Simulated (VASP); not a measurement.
Input of a VASP 6.6.1 run:

INCAR

```
PREC     = Accurate       # precision mode
ENCUT    = 520            # plane-wave cutoff, eV
EDIFF    = 1E-6           # SCF threshold, eV
ISMEAR   = 0              # smearing method
SIGMA    = 0.05           # smearing width, eV
LREAL    = False          # projectors in reciprocal space
LASPH    = True           # aspherical terms in the spheres
NELM     = 80             # most SCF steps
ALGO     = Normal         # electronic algorithm
ISIF     = 2              # what is computed and relaxed
LWAVE    = False          # write WAVECAR
LCHARG   = True           # write CHGCAR
GGA      = PS             # functional
LELF     = True           # ELF
LVHAR    = True         
NBANDS   = 16             # bands
```

File KPOINTS:

```
regular mesh
0
Gamma
  9 9 6
```

POSCAR

```
AlN
1.0
    3.1922512565      0.0000000000      0.0000000000
   -1.5961256283      2.7645706834      0.0000000000
    0.0000000000      0.0000000000      4.0030801608
Al N
2 2
Direct
    0.3333333333      0.6666666667      0.7500000000
    0.6666666667      0.3333333333      0.2500000000
    0.3333333333      0.6666666667      0.2500000000
    0.6666666667      0.3333333333      0.7500000000
```

Potentials or basis: VASP PAW PBE potentials, release 64 (Al, N).

Command:

```console
$ cat potpaw_PBE.64/Al/POTCAR potpaw_PBE.64/N/POTCAR > POTCAR
$ mpirun -np 1 vasp_std > vasp.out
```

Predict the band gap on the k mesh.

4.07 eV, direct.

Estimate the pressure.

26.6 GPa.

Stress tensor (GPa, compression positive):
```
28.06  0.00  0.00
 0.00 28.06  0.00
 0.00  0.00 23.79
```

Caveat: the PAW data sets were made with another functional, which shifts forces and pressure a little. A k mesh can miss the band edges.
